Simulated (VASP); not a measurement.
# SnSe2 (P-3m1) in VASP: single point with PBE

Aim: the single point of SnSe2 with PBE.

All numbers are computed with VASP 6.6.1; they aren't measurements. Logs are shortened: lines on timing, memory, paths and dates and some standing lists are left out, and cuts for length are marked.

## Step 1: The cell of the first run

It takes space group P-3m1 (No. 164, trigonal). Conventional cell: a = 3.811 Å, b = 3.811 Å, c = 6.136 Å, α = 90.00°, β = 90.00°, γ = 120.00°. Within 3.5 Å of Sn (site symmetry -3m) lie 6 Se at 2.68 Å. Within 3.5 Å of Se (site symmetry 3m) lie 3 Sn at 2.68 Å.

## Step 2: Single point, PBE

INCAR

```
PREC = Accurate
ENCUT = 500
EDIFF = 1E-6
ISMEAR = 0
SIGMA = 0.01
LREAL = False
LASPH = True
NELM = 120
ALGO = Normal
ISIF = 2
LWAVE = False
LCHARG = False
GGA = PE
NBANDS = 20
GGA_COMPAT = False
```

KPOINTS

```
regular mesh
0
Gamma
  2 2 2
```

POSCAR

```
SnSe2
1.0
    3.8110000000      0.0000000000      0.0000000000
   -1.9055000000      3.3004200000      0.0000000000
    0.0000000000      0.0000000000      6.1360000000
Sn Se
1 2
Direct
    0.0000000000      0.0000000000      0.0000000000
    0.3333333333      0.6666666667      0.2490000000
    0.6666666667      0.3333333333      0.7510000000
```

Potentials or basis: VASP PAW PBE potentials, release 64 (Sn_d, Se).

Started as:

```sh
> cat potpaw_PBE.64/Sn_d/POTCAR potpaw_PBE.64/Se/POTCAR > POTCAR
> mpirun -np 1 vasp_std > vasp.out
```

OUTCAR:

```text
PREC = Accurate
   ENCUT = 500
   EDIFF = 1E-6
   ISMEAR = 0
   LREAL = False
   LASPH = True
   NELM = 120
   ISIF = 2
   GGA = PE

 ion  position               nearest neighbor table
   1  0.000  0.000  0.000-   2 2.68   3 2.68   3 2.68   2 2.68   3 2.68   2 2.68
   2  0.333  0.667  0.249-   1 2.68   1 2.68   1 2.68
   3  0.667  0.333  0.751-   1 2.68   1 2.68   1 2.68

  LATTYP: Found a hexagonal cell.
 ALAT       =     3.8110000000
 C/A-ratio  =     1.6100760955

  Lattice vectors:

 A1 = (   3.8110000000,   0.0000000000,   0.0000000000)
 A2 = (  -1.9055000000,   3.3004200000,   0.0000000000)
 A3 = (   0.0000000000,   0.0000000000,   6.1360000000)

Analysis of symmetry for initial positions (statically):
=====================================================================
 Subroutine PRICEL returns:
 Original cell was already a primitive cell.

 Routine SETGRP: Setting up the symmetry group for a
 hexagonal supercell.

 Subroutine GETGRP returns: Found 12 space group operations
 (whereof 12 operations were pure point group operations)
 out of a pool of 24 trial point group operations.

The static configuration has the point symmetry D_3d.

Analysis of symmetry for dynamics (positions and initial velocities):
=====================================================================
 Subroutine PRICEL returns:
 Original cell was already a primitive cell.

 Routine SETGRP: Setting up the symmetry group for a
 hexagonal supercell.

 Subroutine GETGRP returns: Found 12 space group operations
 (whereof 12 operations were pure point group operations)
 out of a pool of 24 trial point group operations.

The dynamic configuration has the point symmetry D_3d.

 Subroutine INISYM returns: Found 12 space group operations
 (whereof 12 operations are pure point group operations),
 and found     1 'primitive' translations

----------------------------------------------------------------------------------------

                                     Primitive cell

  volume of cell :      77.1780

  direct lattice vectors                    reciprocal lattice vectors
     3.811000000  0.000000000  0.000000000     0.262398321  0.151495870  0.000000000
    -1.905500000  3.300420000  0.000000000     0.000000000  0.302991740  0.000000000
     0.000000000  0.000000000  6.136000000     0.000000000  0.000000000  0.162972621

  length of vectors
     3.811000000  3.810997563  6.136000000     0.302991547  0.302991740  0.162972621

  position of ions in fractional coordinates (direct lattice)
     0.000000000  0.000000000  0.000000000
     0.333333333  0.666666667  0.249000000
     0.666666667  0.333333333  0.751000000

  ion indices of the primitive-cell ions
   primitive index   ion index
                 1           1
                 2           2
                 3           3

----------------------------------------------------------------------------------------

 KPOINTS: regular mesh

Automatic generation of k-mesh.
 Grid dimensions read from file:
 generate k-points for:    2    2    2

 Generating k-lattice:

  Cartesian coordinates                     Fractional coordinates (reciprocal lattice)
     0.131199160  0.075747935  0.000000000     0.500000000 -0.000000000  0.000000000
     0.000000000  0.151495870  0.000000000     0.000000000  0.500000000  0.000000000
     0.000000000  0.000000000  0.081486310     0.000000000  0.000000000  0.500000000

  Length of vectors
     0.151495773  0.151495870  0.081486310

  Shift w.r.t. Gamma in fractional coordinates (k-lattice)
     0.000000000  0.000000000  0.000000000

 Subroutine IBZKPT returns following result:
 ===========================================

 Found      4 irreducible k-points:

 Following reciprocal coordinates:
            Coordinates               Weight
  0.000000  0.000000  0.000000      1.000000
  0.500000 -0.000000  0.000000      3.000000
  0.000000  0.000000  0.500000      1.000000
  0.500000 -0.000000  0.500000      3.000000
   k-points           NKPTS =      4   k-points in BZ     NKDIM =      4   number of bands    NBANDS=     20
   number of dos      NEDOS =    301   number of ions     NIONS =      3
   total plane-waves  NPLWV =  37632
   dimension x,y,z NGX =    28 NGY =   28 NGZ =   48
   dimension x,y,z NGXF=    56 NGYF=   56 NGZF=   96
   ions per type =               1   2
   NGX,Y,Z   is equivalent  to a cutoff of  12.21, 12.21, 13.00 a.u.
   NGXF,Y,Z  is equivalent  to a cutoff of  24.43, 24.43, 26.01 a.u.
 SYSTEM =  unknown system
   PREC   = accura    normal or accurate (medium, high low for compatibility)
   ISTART =      0    job   : 0-new  1-cont  2-samecut
   ICHARG =      2    charge: 1-file 2-atom 10-const
   ISPIN  =      1    spin polarized calculation?
   LNONCOLLINEAR =      F non collinear calculations
   LSORBIT =      F    spin-orbit coupling
   LASPH  =      T    aspherical Exc in radial PAW
   ENCUT  =  500.0 eV  36.75 Ry    6.06 a.u.   6.95  6.95 11.19*2*pi/ulx,y,z
   NELM   =    120;   NELMIN=  2; NELMDL= -5     # of ELM steps
   EDIFF  = 0.1E-05   stopping-criterion for ELM
   LREAL  =      F    real-space projection
   EDIFFG = 0.1E-04   stopping-criterion for IOM
   NSW    =      0    number of steps for IOM
   IBRION =     -1    ionic relax: 0-MD 1-quasi-New 2-CG
   NFREE  =      0    steps in history (QN), initial steepest desc. (CG)
   ISIF   =      2    stress and relaxation
   ISYM   =      2    0-nonsym 1-usesym 2-fastsym
   POTIM  = 0.5000    time-step for ionic-motion
   TEBEG  =    0.0;   TEEND  =   0.0 temperature during run
   PSTRESS=    0.0 pullay stress
   NELECT =      26.0000    total number of electrons
   NUPDOWN=      -1.0000    fix difference up-down
   EMIN   =  10.00;   EMAX   =-10.00  energy-range for DOS
   EFERMI =   0.00;   METHOD = LEGACY
   ISMEAR =     0;   SIGMA  =   0.01  broadening in eV -4-tet -1-fermi 0-gaus
   EFERMI_NEDOS =   21; number of points for ismear=-14 and -15
   IALGO  =     38    algorithm
   IMIX   =      4    mixing-type and parameters
     AMIX     =   0.40;   BMIX     =  1.00
     AMIX_MAG =   1.60;   BMIX_MAG =  1.00
  volume/ion in A,a.u.               =      25.73       173.61
  Fermi-wavevector in a.u.,A,eV,Ry     =   1.139116  2.152618 17.654732  1.297586
  Thomas-Fermi vector in A             =   2.275820
   LORBIT       =      0    0 simple, 1 ext, 2 COOP (PROOUT), +10 PAW based schemes
   GGA     = PE    functional components
   LHFCALC =     F    Hartree Fock is set to
   AEXX    =    0.0000 exact exchange contribution
   IVDW    =     0    specifies the selected vdW correction
   LEPSILON=     F    determine dielectric tensor
   LRPA    =     F    only Hartree local field effects (RPA)
 non-spin polarized calculation
 Gauss-broadening in eV      SIGMA  =   0.01
  energy-cutoff  :      500.00
  volume of cell :       77.18
 maximum number of plane-waves:      1968
 NGX is ok and might be reduce to    28
   NGX = 13   NGY = 13   NGZ = 23

 number of electron      26.0000006 magnetization

 Free energy of the ion-electron system (eV)
  ---------------------------------------------------
  ext. energy  EPLUGINS =         0.00000000
  ---------------------------------------------------
  free energy    TOTEN  =       -10.04427959 eV

  energy without entropy =      -10.04427959  energy(sigma->0) =      -10.04427959

 E-fermi :   4.3907     XC(G=0):  -9.3777

 val. band max:        4.2810480934   @ k =   0.0000   0.0000   0.0000
 cond. band min:       5.1626878816   @ k =   0.5000  -0.0000   0.5000
 fundamental gap:      0.8816397882
 Fermi energy:         4.3906631884

 k-point     1 :       0.0000    0.0000    0.0000
  band No.  band energies     occupation
      1     -17.1222      2.00000
      2     -17.1119      2.00000
      3     -17.1119      2.00000
      4     -17.0683      2.00000
      5     -17.0683      2.00000
      6      -9.7092      2.00000
[... 12 lines left out ...]
     19      13.1772      0.00000
     20      13.1772      0.00000

 k-point     2 :       0.5000   -0.0000    0.0000
  band No.  band energies     occupation
      1     -17.1792      2.00000
      2     -17.1135      2.00000
      3     -17.1035      2.00000
      4     -17.0646      2.00000
      5     -17.0217      2.00000
      6      -8.0075      2.00000
[... 12 lines left out ...]
     19      14.2819      0.00000
     20      14.8889      0.00000

 k-point     3 :       0.0000    0.0000    0.5000
  band No.  band energies     occupation
      1     -17.1221      2.00000
      2     -17.1119      2.00000
      3     -17.1119      2.00000
      4     -17.0683      2.00000
      5     -17.0683      2.00000
      6      -9.5406      2.00000
[... 12 lines left out ...]
     19      12.6211      0.00000
     20      12.6211      0.00000

 k-point     4 :       0.5000   -0.0000    0.5000
  band No.  band energies     occupation
      1     -17.1795      2.00000
      2     -17.1136      2.00000
      3     -17.1035      2.00000
      4     -17.0646      2.00000
      5     -17.0217      2.00000
      6      -7.9117      2.00000
[... 12 lines left out ...]
     19      14.1012      0.00000
     20      15.0348      0.00000

------------------------ aborting loop because EDIFF is reached ----------------------------------------

  FORCE on cell =-STRESS in cart. coord.  units (eV):
  Direction    XX          YY          ZZ          XY          YZ          ZX
  --------------------------------------------------------------------------------------
  -------------------------------------------------------------------------------------
  Total        7.3318620      7.3318495      0.3689821      0.0000000      0.0000000      0.0000000
  in kB      152.2058539    152.2055944      7.6598868      0.0000000      0.0000000      0.0000000
  external PRESSURE =     104.0237783 kB  Pullay stress =       0.0000000 kB

 VOLUME and BASIS-vectors are now :
 -----------------------------------------------------------------------------
  energy-cutoff  :      500.00
  volume of cell :       77.18
      direct lattice vectors                 reciprocal lattice vectors
     3.811000000  0.000000000  0.000000000     0.262398321  0.151495870  0.000000000
    -1.905500000  3.300420000  0.000000000     0.000000000  0.302991740  0.000000000
     0.000000000  0.000000000  6.136000000     0.000000000  0.000000000  0.162972621

 POSITION                                       TOTAL-FORCE (eV/Angst)
 -----------------------------------------------------------------------------------
      0.00000      0.00000      0.00000        -0.000000      0.000000      0.000000
     -0.00000      2.20028      1.52786        -0.000000      0.000000      0.889664
      1.90550      1.10014      4.60814         0.000000     -0.000000     -0.889664
 -----------------------------------------------------------------------------------
    total drift:                                0.000000      0.000000      0.000000

  FREE ENERGIE OF THE ION-ELECTRON SYSTEM (eV)
  ---------------------------------------------------
  free  energy   TOTEN  =       -10.0442795930 eV

  energy  without entropy=      -10.0442795930  energy(sigma->0) =      -10.04427959
```

Wall time 17 s (1 thread of Intel Xeon 8259CL, shared host); peak memory 0.18 GiB.

What came out:

```
Free energy            : -10.0443 eV
Pressure               : 10.4 GPa
Largest force          : 0.890 eV/Å
Band gap on the k mesh : 0.88 eV, indirect (least direct gap 1.05 eV)
```

Forces in eV/Å, atoms in the order of the input:
```
Sn   0.000  0.000  0.000
Se   0.000  0.000  0.890
Se   0.000  0.000 -0.890
```

Caveat: the k points lie up to 0.95 Å⁻¹ apart; spin-orbit coupling is left out, which moves the levels of the heavy elements; this functional lacks dispersion, which binds the layers, so the pressure and a relaxed spacing across them are unreliable.
